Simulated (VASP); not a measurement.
Sn, 2 atoms in the cell. Symmetry: I4_1/amd, No. 141, tetragonal system. The conventional cell has a = 5.760 Å, b = 5.760 Å, c = 3.133 Å, α = 90.00°, β = 90.00°, γ = 90.00°. Within 3.9 Å of Sn (site symmetry -4m2) lie 10 Sn at 2.98 to 3.72 Å. 

| Quantity | Value |
| --- | --- |
| Program | VASP 6.6.1 |
| Task | single point |
| Functional | LDA |
| Potentials or basis | VASP PAW LDA potentials, release 64 (Sn_d) |
| Cutoff | 520 eV |
| k mesh | 9 × 9 × 9 |
| Occupations | fermi-dirac, width 0.05 eV |
| Spin | no spin polarisation |
| Dipole correction | no |
| Further INCAR settings | ALGO = Fast; EDIFF = 1e-07; NBANDS = 21 |

Potentials or basis: VASP PAW LDA potentials, release 64 (Sn_d).

The run is started by

```sh
$ cat potpaw_LDA.64/Sn_d/POTCAR > POTCAR
$ mpirun -np 1 vasp_std > vasp.out
```

Hardware: 1 thread of AMD EPYC 7R13 Processor (Zen 3), with other jobs on the host.

Problem. How long does it take, and how much memory?

Solution. Run time: 67 s on 1 thread of AMD EPYC 7R13 Processor (Zen 3), on a shared host, peak memory 0.16 GiB. Counts: scf iterations 14, k points 75.
